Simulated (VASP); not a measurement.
A run of VASP 6.6.1:

The input INCAR:

```
PREC = Accurate
ENCUT = 520
EDIFF = 1E-7
ISMEAR = 0
SIGMA = 0.05
LREAL = Auto
LASPH = T
NELM = 150
ALGO = Normal
ISIF = 2
LWAVE = F
LCHARG = T
ISPIN = 2
MAGMOM = 4 0 0 0 0 0 0 0 0 0 0 0 0 0 0 0
LORBIT = 11
LMAXMIX = 4
LDAU = T
LDAUTYPE = 2
LDAUL = 2 -1 -1
LDAUU = 6 0 0
LDAUJ = 0 0 0
LDAUPRINT = 1
GGA = PS
LELF = T
LVHAR = T
NBANDS = 53
```

KPOINTS

```
regular mesh
0
Gamma
  4 4 4
```

File POSCAR:

```
Mg7FeO8
1.0
    0.0000000000      4.2136000000      4.2136000000
    4.2136000000      0.0000000000      4.2136000000
    4.2136000000      4.2136000000      0.0000000000
Fe Mg O
1 7 8
Direct
    0.0000000000      0.0000000000      1.0000000000
    0.0000000000      0.0000000000      0.5000000000
    0.0000000000      0.5000000000      0.0000000000
    0.0000000000      0.5000000000      0.5000000000
    0.5000000000      0.0000000000      0.0000000000
    0.5000000000      0.0000000000      0.5000000000
    0.5000000000      0.5000000000      0.0000000000
    0.5000000000      0.5000000000      0.5000000000
    0.2500000000      0.2500000000      0.2500000000
    0.2534698588      0.2534698588      0.7465301412
    0.2534698588      0.7465301412      0.2534698588
    0.2534698588      0.7465301412      0.7465301412
    0.7465301412      0.2534698588      0.2534698588
    0.7465301412      0.2534698588      0.7465301412
    0.7465301412      0.7465301412      0.2534698588
    0.7500000000      0.7500000000      0.7500000000
```

Potentials or basis: VASP PAW PBE potentials, release 64 (Fe, Mg, O).

Launch:

```console
$ cat potpaw_PBE.64/Fe/POTCAR potpaw_PBE.64/Mg/POTCAR potpaw_PBE.64/O/POTCAR > POTCAR
$ mpirun -np 1 vasp_std > vasp.out
```

Hardware: 1 thread of Intel(R) Xeon(R) 6975P-C (Granite Rapids), on a shared host.

Q: How long does it take, and how much memory?

A: Run time: 4.1 min on 1 thread of Intel(R) Xeon(R) 6975P-C (Granite Rapids), on a shared host, peak memory 0.44 GiB. Counts: scf iterations 17, k points 8.
